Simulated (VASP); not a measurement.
# HfNb2CN2 (P-4m2) in VASP: notebook

HfNb2CN2 is run at these levels: PBE; tasks: single point.

Everything below comes from runs of VASP 6.6.1. Logs are shortened: lines on timing, memory, paths and dates and some standing lists are left out, and cuts for length are marked.

### 1 The cell of the first run

It takes space group P-4m2 (No. 115, tetragonal). The conventional cell has a = 3.090 Å, b = 3.090 Å, c = 8.200 Å, α = 90.00°, β = 90.00°, γ = 90.00°. Within 2.9 Å of Hf (site symmetry -4m2) lie 4 C at 2.18 Å. Nb (site symmetry 2mm) has 5 N at 2.19 to 2.21 Å and 8 Nb at 2.99 to 3.09 Å within 3.1 Å. C (site symmetry -4m2) has 4 Hf at 2.18 Å within 2.9 Å. Within 2.9 Å of N (site symmetry 2mm) lie 5 Nb at 2.19 to 2.21 Å.

The cell was generated, and may not be a known phase.

### 2 Single point, PBE

Input file INCAR:

```
PREC = Accurate ; ENCUT = 520
EDIFF = 1E-7 ; ISMEAR = 0
SIGMA = 0.1 ; LREAL = False
LASPH = True ; NELM = 80
ALGO = Normal ; ISIF = 2
LWAVE = False ; LCHARG = True
GGA = PE ; LELF = True
LVHAR = True ; NBANDS = 34
```

Input file KPOINTS:

```
Automatic mesh
0
Gamma
  6 6 2
```

Input file POSCAR:

```
HfNb2CN2
1.0
    3.0898525242      0.0000000000      0.0000000000
    0.0000000000      3.0898525242      0.0000000000
    0.0000000000      0.0000000000      8.1995229039
Hf Nb C N
1 2 1 2
Direct
    0.5000000000      0.5000000000      0.0000000000
    0.5000000000      0.0000000000      0.6245641839
    0.0000000000      0.5000000000      0.3754358161
    0.0000000000      0.0000000000      0.0000000000
    0.5000000000      0.0000000000      0.3551788346
    0.0000000000      0.5000000000      0.6448211654
```

Potentials or basis: VASP PAW PBE potentials, release 64 (Hf_pv, Nb_sv, C, N).

On the command line:

```bash
$ cat potpaw_PBE.64/Hf_pv/POTCAR potpaw_PBE.64/Nb_sv/POTCAR potpaw_PBE.64/C/POTCAR potpaw_PBE.64/N/POTCAR > POTCAR
$ mpirun -np 1 vasp_std > vasp.out
```

OUTCAR:

```text
PREC = Accurate
   ENCUT = 520
   EDIFF = 1E-7
   ISMEAR = 0
   LREAL = False
   LASPH = True
   NELM = 80
   ISIF = 2
   GGA = PE

 ion  position               nearest neighbor table
   1  0.500  0.500  0.000-   4 2.18   4 2.18   4 2.18   4 2.18   3 3.44   3 3.44   2 3.44   2 3.44

   2  0.500  0.000  0.625-   6 2.19   6 2.19   6 2.19   6 2.19   5 2.21   3 2.99   3 2.99   3 2.99
                             3 2.99   1 3.44   1 3.44
   3  0.000  0.500  0.375-   5 2.19   5 2.19   5 2.19   5 2.19   6 2.21   2 2.99   2 2.99   2 2.99
                             2 2.99   1 3.44   1 3.44
   4  0.000  0.000  0.000-   1 2.18   1 2.18   1 2.18   1 2.18
   5  0.500  0.000  0.355-   3 2.19   3 2.19   3 2.19   3 2.19   2 2.21
   6  0.000  0.500  0.645-   2 2.19   2 2.19   2 2.19   2 2.19   3 2.21

  LATTYP: Found a simple tetragonal cell.
 ALAT       =     3.0898525242
 C/A-ratio  =     2.6536939351

  Lattice vectors:

 A1 = (   3.0898525242,   0.0000000000,   0.0000000000)
 A2 = (   0.0000000000,   3.0898525242,   0.0000000000)
 A3 = (   0.0000000000,   0.0000000000,   8.1995229039)

Analysis of symmetry for initial positions (statically):
=====================================================================
 Subroutine PRICEL returns:
 Original cell was already a primitive cell.

 Routine SETGRP: Setting up the symmetry group for a
 simple tetragonal supercell.

 Subroutine GETGRP returns: Found  8 space group operations
 (whereof  8 operations were pure point group operations)
 out of a pool of 16 trial point group operations.

The static configuration has the point symmetry D_2d.

Analysis of symmetry for dynamics (positions and initial velocities):
=====================================================================
 Subroutine PRICEL returns:
 Original cell was already a primitive cell.

 Routine SETGRP: Setting up the symmetry group for a
 simple tetragonal supercell.

 Subroutine GETGRP returns: Found  8 space group operations
 (whereof  8 operations were pure point group operations)
 out of a pool of 16 trial point group operations.

The dynamic configuration has the point symmetry D_2d.

 Subroutine INISYM returns: Found  8 space group operations
 (whereof  8 operations are pure point group operations),
 and found     1 'primitive' translations

[... 98 lines left out ...]
   LREAL  =      F    real-space projection
   EDIFFG = 0.1E-05   stopping-criterion for IOM
   NSW    =      0    number of steps for IOM
   IBRION =     -1    ionic relax: 0-MD 1-quasi-New 2-CG
   NFREE  =      0    steps in history (QN), initial steepest desc. (CG)
   ISIF   =      2    stress and relaxation
   ISYM   =      2    0-nonsym 1-usesym 2-fastsym
   POTIM  = 0.5000    time-step for ionic-motion
   TEBEG  =    0.0;   TEEND  =   0.0 temperature during run
   PSTRESS=    0.0 pullay stress
   NELECT =      50.0000    total number of electrons
   NUPDOWN=      -1.0000    fix difference up-down
   EMIN   =  10.00;   EMAX   =-10.00  energy-range for DOS
   EFERMI =   0.00;   METHOD = LEGACY
   ISMEAR =     0;   SIGMA  =   0.10  broadening in eV -4-tet -1-fermi 0-gaus
   EFERMI_NEDOS =   21; number of points for ismear=-14 and -15
   IALGO  =     38    algorithm
   IMIX   =      4    mixing-type and parameters
     AMIX     =   0.40;   BMIX     =  1.00
     AMIX_MAG =   1.60;   BMIX_MAG =  1.00
  volume/ion in A,a.u.               =      13.05        88.05
  Fermi-wavevector in a.u.,A,eV,Ry     =   1.409863  2.664254 27.044473  1.987713
  Thomas-Fermi vector in A             =   2.531875
   LORBIT       =      0    0 simple, 1 ext, 2 COOP (PROOUT), +10 PAW based schemes
   GGA     = PE    functional components
   LHFCALC =     F    Hartree Fock is set to
   AEXX    =    0.0000 exact exchange contribution
   IVDW    =     0    specifies the selected vdW correction
   LEPSILON=     F    determine dielectric tensor
   LRPA    =     F    only Hartree local field effects (RPA)
 non-spin polarized calculation
 Gauss-broadening in eV      SIGMA  =   0.10
  energy-cutoff  :      520.00
  volume of cell :       78.28
 maximum number of plane-waves:      2128
 NGX is ok and might be reduce to    24
   NGX = 11   NGY = 11   NGZ = 31

 number of electron      49.9999997 magnetization

 Free energy of the ion-electron system (eV)
  ---------------------------------------------------
  ext. energy  EPLUGINS =         0.00000000
  ---------------------------------------------------
  free energy    TOTEN  =       -59.27080275 eV

  energy without entropy =      -59.25711792  energy(sigma->0) =      -59.26396034

 E-fermi :   8.7179     XC(G=0): -12.0385

 val. band max:        8.5595159082   @ k =   0.5000   0.1667   0.0000
 cond. band min:       8.7309214092   @ k =   0.3333   0.0000   0.0000
 fundamental gap:      0.1714055010
 Fermi energy:         8.7178981317

 k-point     1 :       0.0000    0.0000    0.0000
  band No.  band energies     occupation
      1     -47.2879      2.00000
      2     -47.1511      2.00000
      3     -23.5204      2.00000
      4     -23.2641      2.00000
      5     -23.2641      2.00000
      6     -23.0107      2.00000
[... 729 lines left out ...]
     33      12.0145      0.00000
     34      13.0725      0.00000

------------------------ aborting loop because EDIFF is reached ----------------------------------------

  FORCE on cell =-STRESS in cart. coord.  units (eV):
  Direction    XX          YY          ZZ          XY          YZ          ZX
  --------------------------------------------------------------------------------------
  -------------------------------------------------------------------------------------
  Total       -0.2624327     -0.2624327     -0.2661302      0.0000000      0.0000000      0.0000000
  in kB       -5.3711141     -5.3711141     -5.4467909      0.0000000      0.0000000      0.0000000
  external PRESSURE =      -5.3963397 kB  Pullay stress =       0.0000000 kB

 VOLUME and BASIS-vectors are now :
 -----------------------------------------------------------------------------
  energy-cutoff  :      520.00
  volume of cell :       78.28
      direct lattice vectors                 reciprocal lattice vectors
     3.089852524  0.000000000  0.000000000     0.323640042  0.000000000  0.000000000
     0.000000000  3.089852524  0.000000000     0.000000000  0.323640042  0.000000000
     0.000000000  0.000000000  8.199522904     0.000000000  0.000000000  0.121958315

 POSITION                                       TOTAL-FORCE (eV/Angst)
 -----------------------------------------------------------------------------------
      1.54493      1.54493      0.00000        -0.000000      0.000000      0.000000
      1.54493      0.00000      5.12113         0.000000     -0.000000      0.008394
      0.00000      1.54493      3.07839        -0.000000     -0.000000     -0.008394
      0.00000      0.00000      0.00000        -0.000000     -0.000000      0.000000
      1.54493      0.00000      2.91230        -0.000000     -0.000000      0.007951
      0.00000      1.54493      5.28723        -0.000000     -0.000000     -0.007951
 -----------------------------------------------------------------------------------
    total drift:                                0.000000     -0.000000      0.000000

  FREE ENERGIE OF THE ION-ELECTRON SYSTEM (eV)
  ---------------------------------------------------
  free  energy   TOTEN  =       -59.2708027488 eV

  energy  without entropy=      -59.2571179217  energy(sigma->0) =      -59.26396034
```

Wall time 47 s (1 thread of Intel Xeon Platinum 8488C (Sapphire Rapids), shared host); peak memory 0.21 GiB.

What came out:

| Item | Value |
| --- | --- |
| Free energy | -59.2708 eV |
| Pressure | -0.5 GPa |
| Largest force | 0.008 eV/Å |
| Band gap on the k mesh | zero (bands 25 and 26 overlap by 1.91 eV) |

Forces on the atoms (eV/Å):
```
Hf   0.000  0.000  0.000
Nb   0.000  0.000  0.008
Nb   0.000  0.000 -0.008
C    0.000  0.000  0.000
N    0.000  0.000  0.008
N    0.000  0.000 -0.008
```

Levels at points of the mesh, in eV from the Fermi level:
| k point | band 23 | band 24 | band 25 | band 26 | band 27 | band 28 |
| --- | --- | --- | --- | --- | --- | --- |
| (0.00, 0.00, 0.00) | -1.29 | -0.91 | -0.43 | -0.43 | -0.33 | 0.61 |
| (0.50, 0.00, 0.00) | -2.54 | -0.30 | 1.26 | 1.41 | 1.48 | 1.99 |
| (0.50, 0.50, 0.00) | -0.75 | -0.75 | 0.05 | 1.00 | 1.00 | 1.89 |
| (0.00, 0.00, 0.50) | -2.22 | -0.46 | -0.46 | -0.37 | 0.61 | 1.17 |
| (0.50, 0.00, 0.50) | -2.53 | 0.12 | 1.23 | 1.39 | 1.64 | 1.95 |
| (0.50, 0.50, 0.50) | -0.60 | -0.60 | 0.31 | 0.31 | 0.66 | 1.01 |

Caveat: the k points lie up to 0.38 Å⁻¹ apart, too coarse for converged energies and pressures of a metal; spin-orbit coupling is left out, which moves the levels of the heavy elements.

### 3 Single point, PBE

This run uses another cell than the first one, of 14.50 Å³/atom.

Input file INCAR:

```
SYSTEM = HfNb2CN2
PREC     = Accurate       ! precision mode
ENCUT    = 520            ! plane-wave cutoff, eV
EDIFF    = 1E-7           ! SCF threshold, eV
ISMEAR   = 0              ! smearing method
SIGMA    = 0.1            ! smearing width, eV
LREAL    = .FALSE.        ! projectors in reciprocal space
LASPH    = .TRUE.         ! aspherical terms in the spheres
NELM     = 80             ! most SCF steps
ALGO     = Normal         ! electronic algorithm
ISIF     = 2              ! what is computed and relaxed
LWAVE    = .FALSE.        ! write WAVECAR
LCHARG   = .FALSE.        ! write CHGCAR
GGA      = PE             ! functional
NBANDS   = 34             ! bands
```

Input file KPOINTS:

```
regular mesh
0
G
  6 6 2
  0 0 0
```

Input file POSCAR:

```
HfNb2CN2
1.0
    3.1670402000      0.0000000000      0.0000000000
    0.0000000000      3.1670402000      0.0000000000
    0.0000000000      0.0000000000      8.6735942700
Hf Nb C N
1 2 1 2
Direct
    0.5000000000      0.5000000000      0.0000000000
    0.5000000000      0.0000000000      0.7961770300
    0.0000000000      0.5000000000      0.2038229700
    0.0000000000      0.0000000000      0.0000000000
    0.5000000000      0.0000000000      0.3395209900
    0.0000000000      0.5000000000      0.6604790100
```

Potentials or basis: VASP PAW PBE potentials, release 64 (Hf_pv, Nb_sv, C, N).

On the command line:

```bash
$ cat potpaw_PBE.64/Hf_pv/POTCAR potpaw_PBE.64/Nb_sv/POTCAR potpaw_PBE.64/C/POTCAR potpaw_PBE.64/N/POTCAR > POTCAR
$ mpirun -np 1 vasp_std > vasp.out
```

Run time: 63 s. Hardware: 1 thread of Intel Xeon Platinum 8488C (Sapphire Rapids), shared host; peak memory 0.22 GiB.

The run converged. Its results:

| Item | Value |
| --- | --- |
| Free energy | -48.6735 eV |
| Pressure | 10.6 GPa |
| Largest force | 10.978 eV/Å |
| Band gap on the k mesh | zero (bands 25 and 26 overlap by 0.94 eV) |

Forces in eV/Å, atoms in the order of the input:
```
Hf    0.000   0.000   0.000
Nb    0.000   0.000 -10.978
Nb    0.000   0.000  10.978
C     0.000   0.000   0.000
N     0.000   0.000  -3.867
N     0.000   0.000   3.867
```

Stress tensor (GPa, compression positive):
```
 2.32  0.00  0.00
 0.00  2.32  0.00
 0.00  0.00 27.14
```

Levels at points of the mesh, in eV from the Fermi level:
| k point | band 22 | band 23 | band 24 | band 25 | band 26 | band 27 | band 28 | band 29 |
| --- | --- | --- | --- | --- | --- | --- | --- | --- |
| (0.00, 0.00, 0.00) | -1.60 | -1.11 | -0.15 | -0.15 | 0.46 | 0.46 | 0.88 | 1.01 |
| (0.50, 0.00, 0.00) | -1.23 | -1.02 | -0.48 | -0.32 | -0.25 | 1.15 | 2.40 | 2.44 |
| (0.50, 0.50, 0.00) | -2.19 | -1.95 | -0.59 | 0.60 | 0.60 | 2.49 | 3.27 | 3.27 |
| (0.00, 0.00, 0.50) | -1.59 | -1.47 | -0.11 | -0.11 | 0.41 | 0.41 | 0.42 | 1.27 |
| (0.50, 0.00, 0.50) | -1.22 | -0.86 | -0.82 | -0.38 | -0.34 | 1.09 | 2.40 | 2.43 |
| (0.50, 0.50, 0.50) | -2.11 | -2.11 | -0.53 | 0.39 | 0.39 | 2.42 | 3.44 | 3.44 |

Caveat: the k points lie up to 0.36 Å⁻¹ apart, too coarse for converged energies and pressures of a metal; spin-orbit coupling is left out, which moves the levels of the heavy elements; forces of over 1 eV/Å act on the atoms, so gaps and moduli don't describe the material at rest.

### 4 Single point, PBE, collinear spin, zero start

This run uses another cell than the first one, of 14.50 Å³/atom.

Input file INCAR:

```
SYSTEM = HfNb2CN2
  ALGO = Normal
  EDIFF = 1E-6
  ENCUT = 520
  GGA = PE
  ISIF = 2
  ISMEAR = 0
  ISPIN = 2
  LASPH = .True.
  LCHARG = .False.
  LMAXMIX = 4
  LORBIT = 11
  LREAL = .False.
  LWAVE = .False.
  MAGMOM = 0 0 0 0 0 0
  NBANDS = 38
  NELM = 150
  PREC = Accurate
  SIGMA = 0.1
```

Input file KPOINTS:

```
k-points
0
Gamma
  6 6 2
  0 0 0
```

POSCAR is that of step 3.

On the command line:

```bash
$ cat potpaw_PBE.64/Hf_pv/POTCAR potpaw_PBE.64/Nb_sv/POTCAR potpaw_PBE.64/C/POTCAR potpaw_PBE.64/N/POTCAR > POTCAR
$ mpirun -np 1 vasp_std > vasp.out
```

It took 2.1 min on 1 thread of Intel Xeon Platinum 8488C (Sapphire Rapids), shared host; peak memory 0.29 GiB.

Results (log left out):

```
Free energy                                           : -48.6735 eV
Pressure                                              : 10.6 GPa
Largest force                                         : 10.978 eV/Å
Band gap on the k mesh                                : zero (filled and empty bands overlap)
Net moment                                            : 0.00 μB per cell
Valence electrons inside the program's atomic spheres : Hf 9.72; Nb 10.75; C 2.43; N 3.40
```

Forces in eV/Å, atoms in the order of the input:
```
Hf    0.000   0.000   0.000
Nb    0.000   0.000 -10.978
Nb    0.000   0.000  10.978
C     0.000   0.000   0.000
N     0.000   0.000  -3.866
N     0.000   0.000   3.866
```

Stress tensor (GPa, compression positive):
```
 2.32  0.00  0.00
 0.00  2.32  0.00
 0.00  0.00 27.15
```

Levels at points of the mesh, in eV from the Fermi level:
Spin up:
```tsv
k point	band 23	band 24	band 25	band 26	band 27	band 28
(0.00, 0.00, 0.00)	-1.11	-0.15	-0.15	0.46	0.46	0.88
(0.50, 0.00, 0.00)	-1.02	-0.48	-0.32	-0.25	1.15	2.40
(0.50, 0.50, 0.00)	-1.95	-0.59	0.60	0.60	2.49	3.27
(0.00, 0.00, 0.50)	-1.47	-0.11	-0.11	0.41	0.41	0.42
(0.50, 0.00, 0.50)	-0.86	-0.82	-0.38	-0.34	1.09	2.40
(0.50, 0.50, 0.50)	-2.11	-0.53	0.39	0.39	2.42	3.44
```
Spin down:
| k point | band 22 | band 23 | band 24 | band 25 | band 26 | band 27 | band 28 | band 29 |
| --- | --- | --- | --- | --- | --- | --- | --- | --- |
| (0.00, 0.00, 0.00) | -1.60 | -1.11 | -0.15 | -0.15 | 0.46 | 0.46 | 0.88 | 1.01 |
| (0.50, 0.00, 0.00) | -1.23 | -1.02 | -0.48 | -0.32 | -0.25 | 1.15 | 2.40 | 2.44 |
| (0.50, 0.50, 0.00) | -2.19 | -1.95 | -0.59 | 0.60 | 0.60 | 2.49 | 3.27 | 3.27 |
| (0.00, 0.00, 0.50) | -1.59 | -1.47 | -0.11 | -0.11 | 0.41 | 0.41 | 0.42 | 1.27 |
| (0.50, 0.00, 0.50) | -1.22 | -0.86 | -0.82 | -0.38 | -0.34 | 1.09 | 2.40 | 2.43 |
| (0.50, 0.50, 0.50) | -2.11 | -2.11 | -0.53 | 0.39 | 0.39 | 2.42 | 3.44 | 3.44 |

Caveat: the k points lie up to 0.36 Å⁻¹ apart, too coarse for converged energies and pressures of a metal; spin-orbit coupling is left out, which moves the levels of the heavy elements; forces of over 1 eV/Å act on the atoms, so gaps and moduli don't describe the material at rest.

### 5 Overview

```tsv
spin	cell	gap on the mesh (eV)	pressure (GPa)	largest force (eV/Å)
off	a = 3.090, b = 3.090, c = 8.200 Å, 6 atoms, atomic positions A	none	-0.5	0.01
off	a = 3.167, b = 3.167, c = 8.674 Å, 6 atoms, atomic positions B	none	10.6	10.98
collinear, zero start	a = 3.167, b = 3.167, c = 8.674 Å, 6 atoms, atomic positions B	none	10.6	10.98
```

Alike in all rows: task single point; level PBE; potentials or basis VASP PAW PBE potentials, release 64 (Hf_pv, Nb_sv, C, N); k mesh 6 × 6 × 2; cutoff (eV) 520; smearing gaussian 0.1 eV.

Caveats: all runs use coarse meshes; spin-orbit coupling is left out, which moves the levels of the heavy elements; forces of over 1 eV/Å act on the atoms, so gaps and moduli don't describe the material at rest (at least some runs).

Total energies depend on the potentials used, so only differences within one code and one set of settings carry meaning.

The gap in the log of VASP goes by the Fermi energy; the results here count the filled bands.